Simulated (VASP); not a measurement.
# B3O4 (I-43d) in VASP: a series of runs, part 2 of 2

VASP 6.6.1. Earlier steps stand in the parts before.

## (3) Relaxation of cell and atoms, PBE

This run uses another cell than the first one, of 6.70 Å³/atom, 1.009 times its volume.

Contents of INCAR:

```
SYSTEM = B3O4
  PREC = Accurate
  ENCUT = 600
  EDIFF = 1E-6
  ISMEAR = 0
  SIGMA = 0.1
  LREAL = .FALSE.
  LASPH = .TRUE.
  NELM = 100
  ALGO = Normal
  ISIF = 3
  LWAVE = .FALSE.
  LCHARG = .FALSE.
  GGA = PE
  IBRION = 2
  NSW = 100
  EDIFFG = -0.01
```

Contents of KPOINTS:

```
Automatic mesh
0
G
  10 10 10
  0 0 0
```

Contents of POSCAR:

```
B3O4
1.0
   -2.8620173323      2.8620173323      2.8620173323
    2.8620173323     -2.8620173323      2.8620173323
    2.8620173323      2.8620173323     -2.8620173323
B O
6 8
Direct
    0.6250000000      0.7500000000      0.3750000000
    0.7500000000      0.3750000000      0.6250000000
    0.2500000000      0.1250000000      0.8750000000
    0.3750000000      0.6250000000      0.7500000000
    0.1250000000      0.8750000000      0.2500000000
    0.8750000000      0.2500000000      0.1250000000
    0.5000000000      0.0000000000      0.9289236575
    0.4289236575      0.5000000000      0.0000000000
    0.0000000000      0.4289236575      0.5000000000
    0.0710763425      0.0710763425      0.0710763425
    0.0000000000      0.9289236575      0.5000000000
    0.5710763425      0.5710763425      0.5710763425
    0.9289236575      0.5000000000      0.0000000000
    0.5000000000      0.0000000000      0.4289236575
```

Potentials or basis: VASP PAW PBE potentials, release 64 (B, O).

Command:

```console
cat potpaw_PBE.64/B/POTCAR potpaw_PBE.64/O/POTCAR > POTCAR
mpirun -np 1 vasp_std > vasp.out
```

OUTCAR:

```text
SYSTEM = B3O4
   PREC = Accurate
   ENCUT = 600
   EDIFF = 1E-6
   ISMEAR = 0
   LREAL = .FALSE.
   LASPH = .TRUE.
   NELM = 100
   ISIF = 3
   GGA = PE
   IBRION = 2
   NSW = 100
   EDIFFG = -0.01

 ion  position               nearest neighbor table
   1  0.625  0.750  0.375-  12 1.55  11 1.55   8 1.55  14 1.55
   2  0.750  0.375  0.625-  12 1.55  13 1.55   9 1.55  14 1.55
   3  0.250  0.125  0.875-  10 1.55   8 1.55   7 1.55  11 1.55
   4  0.375  0.625  0.750-   9 1.55  12 1.55   7 1.55   8 1.55
   5  0.125  0.875  0.250-  10 1.55  13 1.55  11 1.55  14 1.55
   6  0.875  0.250  0.125-   9 1.55  10 1.55   7 1.55  13 1.55
   7  0.500  0.000  0.929-   3 1.55   4 1.55   6 1.55
   8  0.429  0.500  0.000-   1 1.55   3 1.55   4 1.55
   9  0.000  0.429  0.500-   4 1.55   6 1.55   2 1.55
  10  0.071  0.071  0.071-   3 1.55   5 1.55   6 1.55
  11  0.000  0.929  0.500-   1 1.55   3 1.55   5 1.55
  12  0.571  0.571  0.571-   1 1.55   4 1.55   2 1.55
  13  0.929  0.500  0.000-   5 1.55   2 1.55   6 1.55
  14  0.500  0.000  0.429-   1 1.55   5 1.55   2 1.55

  LATTYP: Found a body centered cubic cell.
 ALAT       =     5.7240346646

  Lattice vectors:

 A1 = (  -2.8620173323,   2.8620173323,   2.8620173323)
 A2 = (   2.8620173323,  -2.8620173323,   2.8620173323)
 A3 = (   2.8620173323,   2.8620173323,  -2.8620173323)

Analysis of symmetry for initial positions (statically):
=====================================================================
 Subroutine PRICEL returns:
 Original cell was already a primitive cell.

 Routine SETGRP: Setting up the symmetry group for a
 body centered cubic supercell.

 Subroutine GETGRP returns: Found 24 space group operations
 (whereof  3 operations were pure point group operations)
 out of a pool of 48 trial point group operations.

The static configuration has the point symmetry C_3 .
 The point group associated with its full space group is T_d .

Analysis of symmetry for dynamics (positions and initial velocities):
=====================================================================
 Subroutine PRICEL returns:
[... 157 lines left out ...]
  Thomas-Fermi vector in A             =   2.573174
   LORBIT       =      0    0 simple, 1 ext, 2 COOP (PROOUT), +10 PAW based schemes
   GGA     = PE    functional components
   LHFCALC =     F    Hartree Fock is set to
   AEXX    =    0.0000 exact exchange contribution
   IVDW    =     0    specifies the selected vdW correction
   LEPSILON=     F    determine dielectric tensor
   LRPA    =     F    only Hartree local field effects (RPA)
 conjugate gradient relaxation of ions
 non-spin polarized calculation
 Gauss-broadening in eV      SIGMA  =   0.10
  energy-cutoff  :      600.00
  volume of cell :       93.77
 maximum number of plane-waves:      3164
   NGX = 19   NGY = 19   NGZ = 19

--------------------------------------- Ionic step        1  -------------------------------------------

 number of electron      66.0000008 magnetization

 Free energy of the ion-electron system (eV)
  ---------------------------------------------------
  ext. energy  EPLUGINS =         0.00000000
  ---------------------------------------------------
  free energy    TOTEN  =       -99.19907080 eV

  energy without entropy =      -99.16867577  energy(sigma->0) =      -99.18387329

------------------------ aborting loop because EDIFF is reached ----------------------------------------

  FORCE on cell =-STRESS in cart. coord.  units (eV):
  Direction    XX          YY          ZZ          XY          YZ          ZX
  --------------------------------------------------------------------------------------
  -------------------------------------------------------------------------------------
  Total       -1.1872149     -1.1872149     -1.1872149      0.0000000      0.0000000     -0.0000000
  in kB      -20.2844465    -20.2844465    -20.2844465      0.0000000      0.0000000     -0.0000000
  external PRESSURE =     -20.2844465 kB  Pullay stress =       0.0000000 kB
[... 227 lines left out ...]
--------------------------------------- Ionic step        6  -------------------------------------------

 number of electron      65.9999997 magnetization

 Free energy of the ion-electron system (eV)
  ---------------------------------------------------
  ext. energy  EPLUGINS =         0.00000000
  ---------------------------------------------------
  free energy    TOTEN  =       -99.20540047 eV

  energy without entropy =      -99.17638708  energy(sigma->0) =      -99.19089378

 E-fermi :  12.2806     XC(G=0): -12.2390

 val. band max:       12.2520942613   @ k =  -0.4000   0.5000   0.3000
 cond. band min:      12.2818254108   @ k =   0.1000   0.1000   0.0000
 fundamental gap:      0.0297311495
 Fermi energy:        12.2805948104

 k-point     1 :       0.0000    0.0000    0.0000
  band No.  band energies     occupation
      1     -17.2594      2.00000
      2     -14.3120      2.00000
      3     -14.3120      2.00000
      4     -14.3120      2.00000
      5     -14.1462      2.00000
      6     -14.1462      2.00000
[... 1045 lines left out ...]
     40      14.2146      0.00000
     41      15.0803      0.00000

 [... further k-points ...]
[... 5 lines left out ...]
  --------------------------------------------------------------------------------------
  -------------------------------------------------------------------------------------
  Total        0.0220423      0.0220423      0.0220423      0.0000000     -0.0000000      0.0000000
  in kB        0.3804481      0.3804481      0.3804481      0.0000000     -0.0000000      0.0000000
  external PRESSURE =       0.3804481 kB  Pullay stress =       0.0000000 kB
[... 29 lines left out ...]
  FREE ENERGIE OF THE ION-ELECTRON SYSTEM (eV)
  ---------------------------------------------------
  free  energy   TOTEN  =       -99.2054004725 eV

  energy  without entropy=      -99.1763870846  energy(sigma->0) =      -99.19089378

 reached required accuracy - stopping structural energy minimisation
```

CONTCAR:

```text
B3O4
   1.00000000000000
    -2.8523598055978572    2.8523598055978572    2.8523598055978572
     2.8523598055978572   -2.8523598055978572    2.8523598055978572
     2.8523598055978572    2.8523598055978572   -2.8523598055978572
  B               O
     6     8
Direct
     0.6250000000000000    0.7500000000000000    0.3750000000000000
[... 17 lines left out ...]
  0.00000000E+00  0.00000000E+00  0.00000000E+00
  0.00000000E+00  0.00000000E+00  0.00000000E+00
  0.00000000E+00  0.00000000E+00  0.00000000E+00
  0.00000000E+00  0.00000000E+00  0.00000000E+00
  0.00000000E+00  0.00000000E+00  0.00000000E+00
  0.00000000E+00  0.00000000E+00  0.00000000E+00
  0.00000000E+00  0.00000000E+00  0.00000000E+00
  0.00000000E+00  0.00000000E+00  0.00000000E+00
  0.00000000E+00  0.00000000E+00  0.00000000E+00
  0.00000000E+00  0.00000000E+00  0.00000000E+00
  0.00000000E+00  0.00000000E+00  0.00000000E+00
```

Wall time 12 min (1 thread of Intel Xeon Platinum 8175M at 2.50GHz (Skylake/Cascade Lake), shared host); peak memory 0.33 GiB.

Results:

| Quantity | Value |
| --- | --- |
| Free energy | -99.2054 eV |
| Relaxed volume | 6.63 Å³/atom |
| Relaxed cell | a = 4.940 Å, b = 4.940 Å, c = 4.940 Å, α = 109.47°, β = 109.47°, γ = 109.47° |
| Space group after relaxing (to 0.05 Å) | I-43d (No. 220) |
| Energy gained by relaxing | 0.5 meV/atom |
| Ionic steps | 6 |
| Pressure after relaxing | 0.0 GPa |
| Band gap on the k mesh | zero (band 33 reaches 13.58 eV, above the bottom of band 34 at 11.86 eV) |

Step by step:
| step | energy change (eV) | largest force (eV/Å) | pressure (GPa) | volume (Å³) |
| --- | --- | --- | --- | --- |
| 1 | 0.0000 | 0.0216 | -2.03 | 93.77 |
| 2 | -0.0056 | 0.0243 | 0.56 | 92.63 |
| 3 | -0.0060 | 0.0236 | 0.01 | 92.85 |
| 4 | -0.0060 | 0.0237 | 0.06 | 92.83 |
| 5 | -0.0062 | 0.0157 | 0.06 | 92.83 |
| 6 | -0.0063 | 0.0007 | 0.04 | 92.83 |

Final structure:
```yaml
crystal:
  lattice:
    - [-2.85236, 2.85236, 2.85236]
    - [2.85236, -2.85236, 2.85236]
    - [2.85236, 2.85236, -2.85236]
  atoms:
    - { symbol: B, position: [0.62500, 0.75000, 0.37500] }
    - { symbol: B, position: [0.75000, 0.37500, 0.62500] }
    - { symbol: B, position: [0.25000, 0.12500, 0.87500] }
    - { symbol: B, position: [0.37500, 0.62500, 0.75000] }
    - { symbol: B, position: [0.12500, 0.87500, 0.25000] }
    - { symbol: B, position: [0.87500, 0.25000, 0.12500] }
    - { symbol: O, position: [0.50000, 0.00000, 0.92978] }
    - { symbol: O, position: [0.42978, 0.50000, 0.00000] }
    - { symbol: O, position: [0.00000, 0.42978, 0.50000] }
    - { symbol: O, position: [0.07022, 0.07022, 0.07022] }
    - { symbol: O, position: [0.00000, 0.92978, 0.50000] }
    - { symbol: O, position: [0.57022, 0.57022, 0.57022] }
    - { symbol: O, position: [0.92978, 0.50000, 0.00000] }
    - { symbol: O, position: [0.50000, 0.00000, 0.42978] }
```

## (4) Single point, PBE, collinear spin, ferromagnetic start

This run uses another cell than the first one, of 9.28 Å³/atom, 1.397 times its volume.

Contents of INCAR:

```
  PREC = Accurate
  ENCUT = 520
  EDIFF = 1E-6
  ISMEAR = 0
  SIGMA = 0.1
  LREAL = False
  LASPH = True
  NELM = 150
  ALGO = Normal
  ISIF = 2
  LWAVE = False
  LCHARG = False
  ISPIN = 2
  MAGMOM = 0 0 0 0 0 0 1 1 1 1 1 1 1 1
  LORBIT = 11
  GGA = PE
  NBANDS = 50
```

Contents of KPOINTS:

```
Automatic mesh
0
Gamma
  4 4 4
```

Contents of POSCAR:

```
B3O4
1.0
   -3.1903752400      3.1903752400      3.1903752400
    3.1903752400     -3.1903752400      3.1903752400
    3.1903752400      3.1903752400     -3.1903752400
B O
6 8
Direct
    0.6250000000      0.7500000000      0.3750000000
    0.7500000000      0.3750000000      0.6250000000
    0.2500000000      0.1250000000      0.8750000000
    0.3750000000      0.6250000000      0.7500000000
    0.1250000000      0.8750000000      0.2500000000
    0.8750000000      0.2500000000      0.1250000000
    0.5000000000      0.0000000000      0.1414972200
    0.6414972200      0.5000000000      0.0000000000
    0.0000000000      0.6414972200      0.5000000000
    0.8585027800      0.8585027800      0.8585027800
    0.0000000000      0.1414972200      0.5000000000
    0.3585027800      0.3585027800      0.3585027800
    0.1414972200      0.5000000000      0.0000000000
    0.5000000000      0.0000000000      0.6414972200
```

Command:

```console
cat potpaw_PBE.64/B/POTCAR potpaw_PBE.64/O/POTCAR > POTCAR
mpirun -np 1 vasp_std > vasp.out
```

Run time: 2.7 min. Hardware: 1 thread of Intel Xeon Platinum 8175M at 2.50GHz (Skylake/Cascade Lake), shared host; peak memory 0.33 GiB.

The run converged. Its results:

```yaml
Free_energy: -65.8035 eV
Pressure: -43.3 GPa
Largest_force: 3.128 eV/Å
Net_moment: 1.58 μB per cell
Site_moments: B +0.12; O +0.05 μB
Valence_electrons_inside_the_program's_atomic_spheres: B 1.15; O 4.78
```

Forces in eV/Å, atoms in the order of the input:
```
B    0.000  0.000  0.000
B    0.000  0.000  0.000
B    0.000  0.000  0.000
B    0.000  0.000  0.000
B    0.000  0.000  0.000
B    0.000  0.000  0.000
O   -1.806 -1.806  1.806
O    1.806 -1.806 -1.806
O   -1.806  1.806 -1.806
O    1.806  1.806  1.806
O   -1.806  1.806 -1.806
O    1.806  1.806  1.806
O    1.806 -1.806 -1.806
O   -1.806 -1.806  1.806
```

Levels at points of the mesh, in eV from the Fermi level:
Spin up:
```
           k point  band 29  band 30  band 31  band 32  band 33  band 34  band 35  band 36  band 37  band 38
(0.00, 0.00, 0.00)    -2.21    -1.60    -1.52    -1.52    -1.52     0.56     0.56     0.81     0.81     0.81
(0.50, 0.00, 0.00)    -1.80    -1.80    -1.74    -1.74    -0.08    -0.08     1.15     1.15     1.64     1.64
(0.50, 0.50, 0.50)    -2.47    -2.47    -2.47    -2.47     0.57     0.57     0.57     0.57     0.57     0.57
```
Spin down:
| k point | band 28 | band 29 | band 30 | band 31 | band 32 | band 33 | band 34 | band 35 | band 36 | band 37 |
| --- | --- | --- | --- | --- | --- | --- | --- | --- | --- | --- |
| (0.00, 0.00, 0.00) | -2.07 | -2.07 | -1.48 | -1.40 | -1.40 | -1.40 | 0.94 | 0.94 | 1.09 | 1.09 |
| (0.50, 0.00, 0.00) | -1.95 | -1.70 | -1.70 | -1.59 | -1.59 | 0.22 | 0.22 | 1.42 | 1.42 | 1.94 |
| (0.50, 0.50, 0.50) | -2.36 | -2.31 | -2.31 | -2.31 | -2.31 | 0.89 | 0.89 | 0.89 | 0.89 | 0.89 |

Caveat: forces of over 1 eV/Å act on the atoms, so gaps and moduli don't describe the material at rest.

## (5) Summary

```tsv
task	spin	cell	k mesh	cutoff (eV)	gap on the mesh (eV)	pressure (GPa)
single point	off	a = 4.943 Å, angles 109.5°, 14 atoms	10 × 10 × 10	520	none	0.2
relaxation of cell and atoms	off	relaxed from a = 4.957 Å, angles 109.5°, 14 atoms	10 × 10 × 10	600	none	0.0
single point	collinear, ferromagnetic start	a = 5.526 Å, angles 109.5°, 14 atoms	4 × 4 × 4	520	none	-43.3
```

Alike in all rows: level PBE; potentials or basis VASP PAW PBE potentials, release 64 (B, O); smearing gaussian 0.1 eV.

Caveats: forces of over 1 eV/Å act on the atoms, so gaps and moduli don't describe the material at rest (some runs).

Absolute energies hang on the potentials; compare differences alone.
